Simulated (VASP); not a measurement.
# W (Im-3m) in VASP: further runs

Runs on W. Level: r2SCAN. Tasks: single point.

Everything below comes from runs of VASP 6.6.1. Logs are shortened: lines on timing, memory, paths and dates and some standing lists are left out, and cuts for length are marked.

### 1 The cell of the first run

It takes space group Im-3m (No. 229, cubic). Conventional cell: a = 3.193 Å, b = 3.193 Å, c = 3.193 Å, α = 90.00°, β = 90.00°, γ = 90.00°. W (site symmetry m-3m) has 14 W at 2.76 to 3.19 Å within 3.6 Å.

### 2 Single point, r2SCAN

POSCAR

```
W
1.0
   -1.5962870840      1.5962870840      1.5962870840
    1.5962870840     -1.5962870840      1.5962870840
    1.5962870840      1.5962870840     -1.5962870840
W
1
Direct
    0.0000000000      0.0000000000      0.0000000000
```

INCAR.step1

```
ALGO     = Normal         # electronic algorithm
EDIFF    = 1E-4           # SCF threshold, eV
ENCUT    = 520            # plane-wave cutoff, eV
GGA      = PE             # functional
ISMEAR   = 1              # smearing method
LASPH    = T              # aspherical terms in the spheres
LCHARG   = F              # write CHGCAR
LREAL    = F              # projectors in reciprocal space
LWAVE    = T              # write WAVECAR
NBANDS   = 13             # bands
NELM     = 100            # most SCF steps
PREC     = Accurate       # precision mode
SIGMA    = 0.1            # smearing width, eV
```

INCAR.step2

```
ALGO     = Normal         # electronic algorithm
EDIFF    = 1E-6           # SCF threshold, eV
ENCUT    = 520            # plane-wave cutoff, eV
ISIF     = 2              # what is computed and relaxed
ISMEAR   = 1              # smearing method
ISTART   = 1            
LASPH    = T              # aspherical terms in the spheres
LCHARG   = F              # write CHGCAR
LMIXTAU  = T            
LREAL    = F              # projectors in reciprocal space
LWAVE    = F              # write WAVECAR
METAGGA  = R2SCAN         # meta-GGA
NBANDS   = 13             # bands
NELM     = 100            # most SCF steps
PREC     = Accurate       # precision mode
SIGMA    = 0.1            # smearing width, eV
```

KPOINTS

```
k-points
0
Gamma
  13 13 13
```

Potentials or basis: VASP PAW PBE potentials, release 64 (W_sv).

Started as:

```bash
$ cat potpaw_PBE.64/W_sv/POTCAR > POTCAR
$ cp INCAR.step1 INCAR
$ mpirun -np 1 vasp_std > vasp.out
$ cp INCAR.step2 INCAR
$ mpirun -np 1 vasp_std > vasp.out
```

OUTCAR:

```text
EDIFF = 1E-6
   ENCUT = 520
   ISIF = 2
   ISMEAR = 1
   ISTART = 1
   LASPH = T
   LREAL = F
   METAGGA = R2SCAN
   NELM = 100
   PREC = Accurate

 ion  position               nearest neighbor table
   1  0.000  0.000  0.000-

  LATTYP: Found a body centered cubic cell.
 ALAT       =     3.1925741680

  Lattice vectors:

 A1 = (  -1.5962870840,   1.5962870840,   1.5962870840)
 A2 = (   1.5962870840,  -1.5962870840,   1.5962870840)
 A3 = (   1.5962870840,   1.5962870840,  -1.5962870840)

Analysis of symmetry for initial positions (statically):
=====================================================================
 Subroutine PRICEL returns:
 Original cell was already a primitive cell.

 Routine SETGRP: Setting up the symmetry group for a
 body centered cubic supercell.

 Subroutine GETGRP returns: Found 48 space group operations
 (whereof 48 operations were pure point group operations)
 out of a pool of 48 trial point group operations.

The static configuration has the point symmetry O_h .

Analysis of symmetry for dynamics (positions and initial velocities):
=====================================================================
 Subroutine PRICEL returns:
 Original cell was already a primitive cell.

 Routine SETGRP: Setting up the symmetry group for a
 body centered cubic supercell.

 Subroutine GETGRP returns: Found 48 space group operations
 (whereof 48 operations were pure point group operations)
 out of a pool of 48 trial point group operations.

The dynamic configuration has the point symmetry O_h .

 Subroutine INISYM returns: Found 48 space group operations
 (whereof 48 operations are pure point group operations),
 and found     1 'primitive' translations

----------------------------------------------------------------------------------------

                                     Primitive cell

  volume of cell :      16.2702

  direct lattice vectors                    reciprocal lattice vectors
    -1.596287084  1.596287084  1.596287084     0.000000000  0.313226866  0.313226866
     1.596287084 -1.596287084  1.596287084     0.313226866  0.000000000  0.313226866
     1.596287084  1.596287084 -1.596287084     0.313226866  0.313226866  0.000000000

  length of vectors
     2.764850333  2.764850333  2.764850333     0.442969682  0.442969682  0.442969682

  position of ions in fractional coordinates (direct lattice)
     0.000000000  0.000000000  0.000000000

[... 83 lines left out ...]
   POTIM  = 0.5000    time-step for ionic-motion
   TEBEG  =    0.0;   TEEND  =   0.0 temperature during run
   PSTRESS=    0.0 pullay stress
   NELECT =      14.0000    total number of electrons
   NUPDOWN=      -1.0000    fix difference up-down
   EMIN   =  10.00;   EMAX   =-10.00  energy-range for DOS
   EFERMI =   0.00;   METHOD = LEGACY
   ISMEAR =     1;   SIGMA  =   0.10  broadening in eV -4-tet -1-fermi 0-gaus
   EFERMI_NEDOS =   21; number of points for ismear=-14 and -15
   IALGO  =     38    algorithm
   IMIX   =      4    mixing-type and parameters
     AMIX     =   0.40;   BMIX     =  1.00
     AMIX_MAG =   1.60;   BMIX_MAG =  1.00
  volume/ion in A,a.u.               =      16.27       109.80
  Fermi-wavevector in a.u.,A,eV,Ry     =   1.557112  2.942515 32.988655  2.424598
  Thomas-Fermi vector in A             =   2.660810
   LORBIT       =      0    0 simple, 1 ext, 2 COOP (PROOUT), +10 PAW based schemes
   METAGGA = R2SCAN    functional components
   LHFCALC =     F    Hartree Fock is set to
   AEXX    =    0.0000 exact exchange contribution
   IVDW    =     0    specifies the selected vdW correction
   LEPSILON=     F    determine dielectric tensor
   LRPA    =     F    only Hartree local field effects (RPA)
 non-spin polarized calculation
 Methfessel and Paxton  Order N= 1 SIGMA  =   0.10
  energy-cutoff  :      520.00
  volume of cell :       16.27
 maximum number of plane-waves:       451
 NGX is ok and might be reduce to    24
   NGX = 11   NGY = 11   NGZ = 11

 number of electron      14.0000002 magnetization

 Free energy of the ion-electron system (eV)
  ---------------------------------------------------
  ext. energy  EPLUGINS =         0.00000000
  ---------------------------------------------------
  free energy    TOTEN  =       -51.35995322 eV

  energy without entropy =      -51.36002659  energy(sigma->0) =      -51.35997768

 E-fermi :  10.8837     XC(G=0): -14.7898

 val. band max:       10.8828226697   @ k =   0.4615   0.0769   0.0000
 cond. band min:      11.0370979889   @ k =  -0.4615   0.4615   0.2308
 fundamental gap:      0.1542753192
 Fermi energy:        10.8836858316

 k-point     1 :       0.0000    0.0000    0.0000
  band No.  band energies     occupation
      1     -65.2260      2.00000
      2     -28.1261      2.00000
      3     -28.1261      2.00000
      4     -28.1261      2.00000
      5       0.9351      2.00000
      6       9.6795      2.00000
      7       9.6795      2.00000
      8       9.6795      2.00000
      9      13.4232      0.00000
     10      13.4232      0.00000
     11      26.1170      0.00000
     12      26.1170      0.00000
     13      26.1170      0.00000
[... 354 lines left out ...]
  band No.  band energies     occupation
      1     -65.1285      2.00000
      2     -29.0295      2.00000
      3     -28.4034      2.00000
      4     -28.1947      2.00000
      5       4.6529      2.00000
      6       7.7951      2.00000
      7       8.4358      2.00000
      8      13.1207      0.00000
      9      13.8063      0.00000
     10      14.8973      0.00000
     11      25.7914      0.00000
     12      25.9387      0.00000
     13      29.8418      0.00000

 [... further k-points ...]

------------------------ aborting loop because EDIFF is reached ----------------------------------------

  FORCE on cell =-STRESS in cart. coord.  units (eV):
  Direction    XX          YY          ZZ          XY          YZ          ZX
  --------------------------------------------------------------------------------------
  -------------------------------------------------------------------------------------
  Total       -0.6251895     -0.6251895     -0.6251895     -0.0000000     -0.0000000      0.0000000
  in kB      -61.5643468    -61.5643468    -61.5643468     -0.0000000     -0.0000000      0.0000000
  external PRESSURE =     -61.5643468 kB  Pullay stress =       0.0000000 kB

 VOLUME and BASIS-vectors are now :
 -----------------------------------------------------------------------------
  energy-cutoff  :      520.00
  volume of cell :       16.27
      direct lattice vectors                 reciprocal lattice vectors
    -1.596287084  1.596287084  1.596287084     0.000000000  0.313226866  0.313226866
     1.596287084 -1.596287084  1.596287084     0.313226866  0.000000000  0.313226866
     1.596287084  1.596287084 -1.596287084     0.313226866  0.313226866  0.000000000

 POSITION                                       TOTAL-FORCE (eV/Angst)
 -----------------------------------------------------------------------------------
      0.00000      0.00000      0.00000        -0.000000     -0.000000     -0.000000
 -----------------------------------------------------------------------------------
    total drift:                               -0.000000      0.000000      0.000000

  FREE ENERGIE OF THE ION-ELECTRON SYSTEM (eV)
  ---------------------------------------------------
  free  energy   TOTEN  =       -51.3599532221 eV

  energy  without entropy=      -51.3600265898  energy(sigma->0) =      -51.35997768
```

OUTCAR.step1:

```text
EDIFF = 1E-4
   ENCUT = 520
   GGA = PE
   ISMEAR = 1
   LASPH = T
[... 600 lines left out ...]

 POSITION                                       TOTAL-FORCE (eV/Angst)
 -----------------------------------------------------------------------------------
      0.00000      0.00000      0.00000         0.000000     -0.000000      0.000000
 -----------------------------------------------------------------------------------
    total drift:                               -0.000000      0.000000      0.000000

  FREE ENERGIE OF THE ION-ELECTRON SYSTEM (eV)
  ---------------------------------------------------
  free  energy   TOTEN  =       -12.9671663087 eV

  energy  without entropy=      -12.9670067470  energy(sigma->0) =      -12.96711312
```

Run time: 44 s. Hardware: 1 thread of AMD EPYC 9R45 (Zen 5), shared host; peak memory 0.12 GiB.

Results:

| Item | Value |
| --- | --- |
| Free energy | -51.3600 eV |
| Pressure | -6.2 GPa |
| Band gap on the k mesh | zero (band 7 reaches 15.41 eV, above the bottom of band 8 at 9.68 eV) |

Caveat: the PAW data sets were made with another functional, which shifts forces and pressure a little; spin-orbit coupling is left out, which moves the levels of the heavy elements.

### 3 Single point, r2SCAN

This run uses another cell than the first one, of 16.69 Å³/atom, 1.026 times its volume.

POSCAR

```
W
1.0
   -1.6099897893      1.6099897893      1.6099897893
    1.6099897893     -1.6099897893      1.6099897893
    1.6099897893      1.6099897893     -1.6099897893
W
1
Direct
    0.0000000000      0.0000000000      0.0000000000
```

INCAR.step1

```
ALGO     = Normal         # electronic algorithm
EDIFF    = 1E-4           # SCF threshold, eV
ENCUT    = 520            # plane-wave cutoff, eV
GGA      = PE             # functional
ISMEAR   = 1              # smearing method
LASPH    = True           # aspherical terms in the spheres
LCHARG   = False          # write CHGCAR
LREAL    = False          # projectors in reciprocal space
LWAVE    = True           # write WAVECAR
NBANDS   = 13             # bands
NELM     = 100            # most SCF steps
PREC     = Accurate       # precision mode
SIGMA    = 0.1            # smearing width, eV
```

INCAR.step2: that of step 2 with these lines changed.

```diff
@@ -6,7 +6,9 @@
 ISTART   = 1            
-LASPH    = T              # aspherical terms in the spheres
-LCHARG   = F              # write CHGCAR
-LMIXTAU  = T            
-LREAL    = F              # projectors in reciprocal space
-LWAVE    = F              # write WAVECAR
+LASPH    = True           # aspherical terms in the spheres
+LCHARG   = True           # write CHGCAR
+LELF     = True           # ELF
+LMIXTAU  = True         
+LREAL    = False          # projectors in reciprocal space
+LVHAR    = True         
+LWAVE    = False          # write WAVECAR
 METAGGA  = R2SCAN         # meta-GGA
```

KPOINTS is that of step 2.

Potentials or basis: VASP PAW PBE potentials, release 64 (W_sv).

Started as:

```bash
$ cat potpaw_PBE.64/W_sv/POTCAR > POTCAR
$ cp INCAR.step1 INCAR
$ mpirun -np 1 vasp_std > vasp.out
$ cp INCAR.step2 INCAR
$ mpirun -np 1 vasp_std > vasp.out
```

Wall time 45 s (1 thread of AMD EPYC 9R45 (Zen 5), shared host); peak memory 0.13 GiB.

The run converged. Its results:

| Property | Result |
| --- | --- |
| Free energy | -51.3342 eV |
| Pressure | -13.3 GPa |
| Band gap on the k mesh | zero (band 7 reaches 14.90 eV, above the bottom of band 8 at 9.36 eV) |

Levels at points of the mesh, in eV from the Fermi level:
```csv
k point,band 3,band 4,band 5,band 6,band 7,band 8,band 9,band 10,band 11,band 12
"(0.00, 0.00, 0.00)",-39.04,-39.04,-9.76,-1.12,-1.12,-1.12,2.52,2.52,15.22,15.22
```

Caveat: the PAW data sets were made with another functional, which shifts forces and pressure a little; spin-orbit coupling is left out, which moves the levels of the heavy elements.

### 4 Single point, r2SCAN

This run uses another cell than the first one, of 17.12 Å³/atom, 1.052 times its volume.

POSCAR

```
W
1.0
   -1.6234631336      1.6234631336      1.6234631336
    1.6234631336     -1.6234631336      1.6234631336
    1.6234631336      1.6234631336     -1.6234631336
W
1
Direct
    0.0000000000      0.0000000000      0.0000000000
```

INCAR.step1

```
SYSTEM = W
PREC = Accurate
ENCUT = 520
ISMEAR = 1
SIGMA = 0.1
LREAL = .False.
LASPH = .True.
NELM = 100
NBANDS = 13
GGA = PE
ALGO = Normal
EDIFF = 1E-4
LWAVE = .True.
LCHARG = .False.
```

INCAR.step2

```
SYSTEM = W
PREC = Accurate
ENCUT = 520
EDIFF = 1E-7
ISMEAR = 1
SIGMA = 0.1
LREAL = .False.
LASPH = .True.
NELM = 100
ALGO = Normal
ISIF = 2
LWAVE = .False.
LCHARG = .True.
METAGGA = R2SCAN
LMIXTAU = .True.
LELF = .True.
LVHAR = .True.
NBANDS = 13
ISTART = 1
```

KPOINTS

```
regular mesh
0
Gamma
  13 13 13
  0 0 0
```

Started as:

```bash
$ cat potpaw_PBE.64/W_sv/POTCAR > POTCAR
$ cp INCAR.step1 INCAR
$ mpirun -np 1 vasp_std > vasp.out
$ cp INCAR.step2 INCAR
$ mpirun -np 1 vasp_std > vasp.out
```

Run time: 51 s. Hardware: 1 thread of AMD EPYC 9R45 (Zen 5), shared host; peak memory 0.12 GiB.

The run converged. Its results:

```yaml
Free_energy: -51.2909 eV
Pressure: -19.5 GPa
Band_gap_on_the_k_mesh: zero (band 7 reaches 14.41 eV, above the bottom of band 8 at 9.05 eV)
```

Levels at points of the mesh, in eV from the Fermi level:
```csv
k point,band 5,band 6,band 7,band 8,band 9,band 10
"(0.00, 0.00, 0.00)",-9.60,-1.07,-1.07,-1.07,2.48,2.48
```

Caveat: the PAW data sets were made with another functional, which shifts forces and pressure a little; spin-orbit coupling is left out, which moves the levels of the heavy elements.

### 5 Summary

| cell | gap on the mesh (eV) | pressure (GPa) |
| --- | --- | --- |
| a = 2.765 Å, angles 109.5°, 1 atom | none | -6.2 |
| a = 2.789 Å, angles 109.5°, 1 atom | none | -13.3 |
| a = 2.812 Å, angles 109.5°, 1 atom | none | -19.5 |

Alike in all rows: task single point; level r2SCAN; potentials or basis VASP PAW PBE potentials, release 64 (W_sv); no spin polarisation; k mesh 13 × 13 × 13; cutoff (eV) 520; smearing methfessel-paxton 0.1 eV.

Caveats: the PAW data sets were made with another functional, which shifts forces and pressure a little; spin-orbit coupling is left out, which moves the levels of the heavy elements.

Absolute energies hang on the potentials; compare differences alone.
